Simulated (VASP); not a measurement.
# Mo (P6/mmm) in VASP: a series of runs

Runs on Mo. Level: PBEsol. Tasks: single point.

Program: VASP 6.6.1. These are calculated values, not measurements. Logs are shortened: lines on timing, memory, paths and dates and some standing lists are left out, and cuts for length are marked.

## 1. The cell of the first run

Symmetry: P6/mmm, No. 191, hexagonal system. Conventional cell: a = 2.653 Å, b = 2.653 Å, c = 2.479 Å, α = 90.00°, β = 90.00°, γ = 120.00°. Mo (site symmetry 6/mmm) has 8 Mo at 2.48 to 2.65 Å within 3.3 Å.

## 2. Single point, PBEsol (strain -0.030 along x and y, -0.030 along z)

Input file INCAR:

```
ALGO = Normal ; EDIFF = 1E-6
ENCUT = 520 ; GGA = PS
ISIF = 2 ; ISMEAR = 0
LASPH = T ; LCHARG = F
LREAL = F ; LWAVE = F
NBANDS = 13 ; NELM = 100
PREC = Accurate ; SIGMA = 0.15
```

Input file KPOINTS:

```
k-points
0
Gamma
  18 18 18
```

Input file POSCAR:

```
Mo
1.0
    2.6534450853      0.0000000000      0.0000000000
   -1.3267225426      2.2979508514      0.0000000000
    0.0000000000      0.0000000000      2.4785252790
Mo
1
Direct
    0.0000000000      0.0000000000      0.5000000000
```

Potentials or basis: VASP PAW PBE potentials, release 64 (Mo_sv).

On the command line:

```sh
$ cat potpaw_PBE.64/Mo_sv/POTCAR > POTCAR
$ mpirun -np 1 vasp_std > vasp.out
```

OUTCAR:

```text
EDIFF = 1E-6
   ENCUT = 520
   GGA = PS
   ISIF = 2
   ISMEAR = 0
   LASPH = T
   LREAL = F
   NELM = 100
   PREC = Accurate

 ion  position               nearest neighbor table
   1  0.000  0.000  0.500-

  LATTYP: Found a hexagonal cell.
 ALAT       =     2.6534450853
 C/A-ratio  =     0.9340782264

  Lattice vectors:

 A1 = (   2.6534450853,   0.0000000000,   0.0000000000)
 A2 = (  -1.3267225426,   2.2979508514,   0.0000000000)
 A3 = (   0.0000000000,   0.0000000000,   2.4785252790)

Analysis of symmetry for initial positions (statically):
=====================================================================
 Subroutine PRICEL returns:
 Original cell was already a primitive cell.

 Routine SETGRP: Setting up the symmetry group for a
 hexagonal supercell.

 Subroutine GETGRP returns: Found 24 space group operations
 (whereof 24 operations were pure point group operations)
 out of a pool of 24 trial point group operations.

The static configuration has the point symmetry D_6h.

Analysis of symmetry for dynamics (positions and initial velocities):
=====================================================================
 Subroutine PRICEL returns:
 Original cell was already a primitive cell.

 Routine SETGRP: Setting up the symmetry group for a
 hexagonal supercell.

 Subroutine GETGRP returns: Found 24 space group operations
 (whereof 24 operations were pure point group operations)
 out of a pool of 24 trial point group operations.

The dynamic configuration has the point symmetry D_6h.

 Subroutine INISYM returns: Found 24 space group operations
 (whereof 24 operations are pure point group operations),
 and found     1 'primitive' translations

----------------------------------------------------------------------------------------

                                     Primitive cell

  volume of cell :      15.1128

  direct lattice vectors                    reciprocal lattice vectors
     2.653445085  0.000000000  0.000000000     0.376868549  0.217585158  0.000000000
    -1.326722543  2.297950851  0.000000000     0.000000000  0.435170317  0.000000000
     0.000000000  0.000000000  2.478525279     0.000000000  0.000000000  0.403465726

  length of vectors
     2.653445085  2.653445085  2.478525279     0.435170317  0.435170317  0.403465726

  position of ions in fractional coordinates (direct lattice)
     0.000000000  0.000000000  0.500000000

  ion indices of the primitive-cell ions
   primitive index   ion index
                 1           1

----------------------------------------------------------------------------------------

 KPOINTS: k-points

Automatic generation of k-mesh.
 Grid dimensions read from file:
 generate k-points for:   18   18   18

 Generating k-lattice:

  Cartesian coordinates                     Fractional coordinates (reciprocal lattice)
     0.020937142  0.012088064  0.000000000     0.055555556 -0.000000000  0.000000000
     0.000000000  0.024176129  0.000000000     0.000000000  0.055555556  0.000000000
     0.000000000  0.000000000  0.022414763     0.000000000  0.000000000  0.055555556

  Length of vectors
     0.024176129  0.024176129  0.022414763

  Shift w.r.t. Gamma in fractional coordinates (k-lattice)
     0.000000000  0.000000000  0.000000000

 Subroutine IBZKPT returns following result:
 ===========================================

 Found    370 irreducible k-points:

 Following reciprocal coordinates:
            Coordinates               Weight
  0.000000  0.000000  0.000000      1.000000
  0.055556  0.000000  0.000000      6.000000
  0.111111  0.000000  0.000000      6.000000
  0.166667  0.000000  0.000000      6.000000
  0.222222  0.000000  0.000000      6.000000
  0.277778 -0.000000  0.000000      6.000000
[... 16 lines left out ...]
  0.333333  0.111111  0.000000     12.000000
  0.388889  0.111111  0.000000     12.000000
 [... further k-points ...]
   k-points           NKPTS =    370   k-points in BZ     NKDIM =    370   number of bands    NBANDS=     13
   number of dos      NEDOS =    301   number of ions     NIONS =      1
   total plane-waves  NPLWV =   7200
   dimension x,y,z NGX =    20 NGY =   20 NGZ =   18
   dimension x,y,z NGXF=    40 NGYF=   40 NGZF=   36
   ions per type =               1
   NGX,Y,Z   is equivalent  to a cutoff of  12.53, 12.53, 12.07 a.u.
   NGXF,Y,Z  is equivalent  to a cutoff of  25.06, 25.06, 24.15 a.u.
 SYSTEM =  unknown system
   PREC   = accura    normal or accurate (medium, high low for compatibility)
   ISTART =      0    job   : 0-new  1-cont  2-samecut
   ICHARG =      2    charge: 1-file 2-atom 10-const
   ISPIN  =      1    spin polarized calculation?
   LNONCOLLINEAR =      F non collinear calculations
   LSORBIT =      F    spin-orbit coupling
   LASPH  =      T    aspherical Exc in radial PAW
   ENCUT  =  520.0 eV  38.22 Ry    6.18 a.u.   4.93  4.93  4.61*2*pi/ulx,y,z
   NELM   =    100;   NELMIN=  2; NELMDL= -5     # of ELM steps
   EDIFF  = 0.1E-05   stopping-criterion for ELM
   LREAL  =      F    real-space projection
   EDIFFG = 0.1E-04   stopping-criterion for IOM
   NSW    =      0    number of steps for IOM
   IBRION =     -1    ionic relax: 0-MD 1-quasi-New 2-CG
   NFREE  =      0    steps in history (QN), initial steepest desc. (CG)
   ISIF   =      2    stress and relaxation
   ISYM   =      2    0-nonsym 1-usesym 2-fastsym
   POTIM  = 0.5000    time-step for ionic-motion
   TEBEG  =    0.0;   TEEND  =   0.0 temperature during run
   PSTRESS=    0.0 pullay stress
   NELECT =      14.0000    total number of electrons
   NUPDOWN=      -1.0000    fix difference up-down
   EMIN   =  10.00;   EMAX   =-10.00  energy-range for DOS
   EFERMI =   0.00;   METHOD = LEGACY
   ISMEAR =     0;   SIGMA  =   0.15  broadening in eV -4-tet -1-fermi 0-gaus
   EFERMI_NEDOS =   21; number of points for ismear=-14 and -15
   IALGO  =     38    algorithm
   IMIX   =      4    mixing-type and parameters
     AMIX     =   0.40;   BMIX     =  1.00
     AMIX_MAG =   1.60;   BMIX_MAG =  1.00
  volume/ion in A,a.u.               =      15.11       101.99
  Fermi-wavevector in a.u.,A,eV,Ry     =   1.595889  3.015794 34.652173  2.546863
  Thomas-Fermi vector in A             =   2.693738
   LORBIT       =      0    0 simple, 1 ext, 2 COOP (PROOUT), +10 PAW based schemes
   GGA     = PS    functional components
   LHFCALC =     F    Hartree Fock is set to
   AEXX    =    0.0000 exact exchange contribution
   IVDW    =     0    specifies the selected vdW correction
   LEPSILON=     F    determine dielectric tensor
   LRPA    =     F    only Hartree local field effects (RPA)
 non-spin polarized calculation
 Gauss-broadening in eV      SIGMA  =   0.15
  energy-cutoff  :      520.00
  volume of cell :       15.11
 maximum number of plane-waves:       435
 NGX is ok and might be reduce to    20
   NGX =  9   NGY =  9   NGZ =  9

 number of electron      13.9999994 magnetization

 Free energy of the ion-electron system (eV)
  ---------------------------------------------------
  ext. energy  EPLUGINS =         0.00000000
  ---------------------------------------------------
  free energy    TOTEN  =       -10.79915635 eV

  energy without entropy =      -10.78953886  energy(sigma->0) =      -10.79434761

 E-fermi :  12.8313     XC(G=0): -13.6301

 val. band max:       12.8281243098   @ k =   0.2778  -0.0000   0.5000
 cond. band min:      12.8394103525   @ k =   0.3333   0.3333   0.2222
 fundamental gap:      0.0112860426
 Fermi energy:        12.8312532360

 k-point     1 :       0.0000    0.0000    0.0000
  band No.  band energies     occupation
      1     -48.1308      2.00000
      2     -21.1953      2.00000
      3     -21.1953      2.00000
      4     -21.1092      2.00000
      5       5.7656      2.00000
      6       8.0303      2.00000
      7      11.7890      2.00000
      8      11.7890      2.00000
      9      17.5557      0.00000
     10      17.5557      0.00000
     11      25.8950      0.00000
     12      29.4052      0.00000
     13      34.4629      0.00000

 k-point     2 :       0.0556    0.0000    0.0000
  band No.  band energies     occupation
      1     -48.1213      2.00000
      2     -21.2551      2.00000
      3     -21.2084      2.00000
      4     -21.1029      2.00000
      5       5.9015      2.00000
      6       8.0904      2.00000
      7      11.6469      2.00000
      8      11.9152      2.00000
      9      17.3953      0.00000
     10      17.5301      0.00000
     11      26.2210      0.00000
     12      29.6835      0.00000
     13      33.7157      0.00000

 k-point     3 :       0.1111    0.0000    0.0000
  band No.  band energies     occupation
      1     -48.0940      2.00000
      2     -21.4255      2.00000
      3     -21.2462      2.00000
      4     -21.0849      2.00000
      5       6.2826      2.00000
      6       8.2663      2.00000
      7      11.2885      2.00000
      8      12.2889      2.00000
      9      16.9644      0.00000
     10      17.4572      0.00000
     11      27.1139      0.00000
     12      30.4573      0.00000
     13      32.2299      0.00000

 k-point     4 :       0.1667    0.0000    0.0000
  band No.  band energies     occupation
      1     -48.0518      2.00000
      2     -21.6811      2.00000
      3     -21.3035      2.00000
      4     -21.0571      2.00000
      5       6.8257      2.00000
      6       8.5265      2.00000
      7      10.9001      2.00000
      8      12.8945      0.55080
      9      16.3751      0.00000
     10      17.3476      0.00000
     11      28.2509      0.00000
     12      30.7898      0.00000
     13      31.5766      0.00000

 k-point     5 :       0.2222    0.0000    0.0000
  band No.  band energies     occupation
      1     -47.9995      2.00000
      2     -21.9866      2.00000
      3     -21.3730      2.00000
      4     -21.0228      2.00000
      5       7.3882      2.00000
      6       8.7354      2.00000
      7      10.8011      2.00000
      8      13.7045      0.00000
      9      15.7374      0.00000
     10      17.2162      0.00000
     11      28.2553      0.00000
     12      30.7126      0.00000
     13      31.5349      0.00000

 k-point     6 :       0.2778   -0.0000    0.0000
  band No.  band energies     occupation
      1     -47.9433      2.00000
      2     -22.3027      2.00000
      3     -21.4462      2.00000
      4     -20.9861      2.00000
      5       7.7731      2.00000
      6       8.7736      2.00000
      7      11.2877      2.00000
      8      14.6747      0.00000
      9      15.1336      0.00000
     10      17.0800      0.00000
     11      27.0516      0.00000
     12      30.4293      0.00000
     13      31.6936      0.00000

 k-point     7 :       0.3333   -0.0000    0.0000
  band No.  band energies     occupation
      1     -47.8900      2.00000
      2     -22.5922      2.00000
      3     -21.5141      2.00000
      4     -20.9515      2.00000
      5       7.7824      2.00000
      6       8.9238      2.00000
      7      12.1847      2.00000
      8      14.6189      0.00000
      9      15.7345      0.00000
     10      16.9552      0.00000
     11      25.8884      0.00000
     12      29.2960      0.00000
     13      31.8778      0.00000
[... 193 lines left out ...]
 k-point    20 :       0.1667    0.1111    0.0000
  band No.  band energies     occupation
      1     -47.9790      2.00000
      2     -22.0612      2.00000
      3     -21.4463      2.00000
      4     -21.0094      2.00000
      5       7.7146      2.00000
      6       9.0442      2.00000
      7      10.2431      2.00000
      8      14.2865      0.00000
      9      15.5913      0.00000
     10      17.0535      0.00000
     11      28.4003      0.00000
     12      29.2041      0.00000
     13      32.7077      0.00000

 k-point    21 :       0.2222    0.1111    0.0000
  band No.  band energies     occupation
      1     -47.9260      2.00000
      2     -22.3330      2.00000
      3     -21.5411      2.00000
      4     -20.9749      2.00000
      5       8.1867      2.00000
      6       9.0503      2.00000
      7      10.5714      2.00000
      8      15.0827      0.00000
      9      15.3601      0.00000
     10      16.8645      0.00000
     11      27.0565      0.00000
     12      28.6804      0.00000
     13      33.2562      0.00000

 k-point    22 :       0.2778    0.1111    0.0000
  band No.  band energies     occupation
      1     -47.8758      2.00000
      2     -22.5828      2.00000
      3     -21.6296      2.00000
      4     -20.9423      2.00000
      5       8.3169      2.00000
      6       9.0384      2.00000
      7      11.4149      2.00000
      8      14.6440      0.00000
      9      16.4974      0.00000
     10      16.6906      0.00000
     11      25.8096      0.00000
     12      27.8593      0.00000
     13      32.4301      0.00000

 k-point    23 :       0.3333    0.1111    0.0000
  band No.  band energies     occupation
      1     -47.8345      2.00000
      2     -22.7828      2.00000
      3     -21.7009      2.00000
      4     -20.9155      2.00000
      5       8.1278      2.00000
      6       9.2683      2.00000
      7      12.3505      1.99999
      8      14.3092      0.00000
      9      16.5519      0.00000
     10      17.5631      0.00000
     11      24.7807      0.00000
     12      26.9513      0.00000
     13      31.4495      0.00000

 k-point    24 :       0.3889    0.1111    0.0000
  band No.  band energies     occupation
      1     -47.8073      2.00000
      2     -22.9118      2.00000
      3     -21.7471      2.00000
      4     -20.8980      2.00000
      5       7.9553      2.00000
      6       9.4664      2.00000
      7      13.0924      0.01382
      8      14.1000      0.00000
      9      16.4629      0.00000
     10      18.3644      0.00000
     11      24.0700      0.00000
     12      26.1999      0.00000
     13      30.8418      0.00000

 [... further k-points ...]
[... 5 lines left out ...]
  --------------------------------------------------------------------------------------
  -------------------------------------------------------------------------------------
  Total        2.2114145      2.2114145      1.3430560      0.0000000      0.0000000      0.0000000
  in kB      234.4426032    234.4426032    142.3837804      0.0000000      0.0000000      0.0000000
  external PRESSURE =     203.7563290 kB  Pullay stress =       0.0000000 kB

 VOLUME and BASIS-vectors are now :
 -----------------------------------------------------------------------------
  energy-cutoff  :      520.00
  volume of cell :       15.11
      direct lattice vectors                 reciprocal lattice vectors
     2.653445085  0.000000000  0.000000000     0.376868549  0.217585158  0.000000000
    -1.326722543  2.297950851  0.000000000     0.000000000  0.435170317  0.000000000
     0.000000000  0.000000000  2.478525279     0.000000000  0.000000000  0.403465726

 POSITION                                       TOTAL-FORCE (eV/Angst)
 -----------------------------------------------------------------------------------
      0.00000      0.00000      1.23926        -0.000000      0.000000      0.000000
 -----------------------------------------------------------------------------------
    total drift:                               -0.000000      0.000000      0.000000

  FREE ENERGIE OF THE ION-ELECTRON SYSTEM (eV)
  ---------------------------------------------------
  free  energy   TOTEN  =       -10.7991563496 eV

  energy  without entropy=      -10.7895388649  energy(sigma->0) =      -10.79434761
```

Wall time 17 s (1 thread of Intel Xeon 6975P-C (Granite Rapids), shared host); peak memory 0.17 GiB.

What came out:

* Free energy: -10.7992 eV
* Pressure: 20.4 GPa
* Band gap on the k mesh: zero (band 7 reaches 13.91 eV, above the bottom of band 8 at 11.79 eV)

Levels at points of the mesh, in eV from the Fermi level:
```csv
k point,band 5,band 6,band 7,band 8,band 9,band 10
"(0.00, 0.00, 0.00)",-7.07,-4.80,-1.04,-1.04,4.72,4.72
"(0.50, 0.00, 0.00)",-5.47,-3.35,1.07,1.34,3.94,5.06
"(0.00, 0.00, 0.50)",-3.88,-0.10,-0.10,0.16,0.91,0.91
"(0.50, 0.00, 0.50)",-6.05,-3.79,-0.55,5.46,6.73,6.93
```

Caveat: the cell differs from its parent crystal (strain -0.030 along x and y, -0.030 along z); the PAW data sets were made with another functional, which shifts forces and pressure a little.

[end of part 1 of 2]
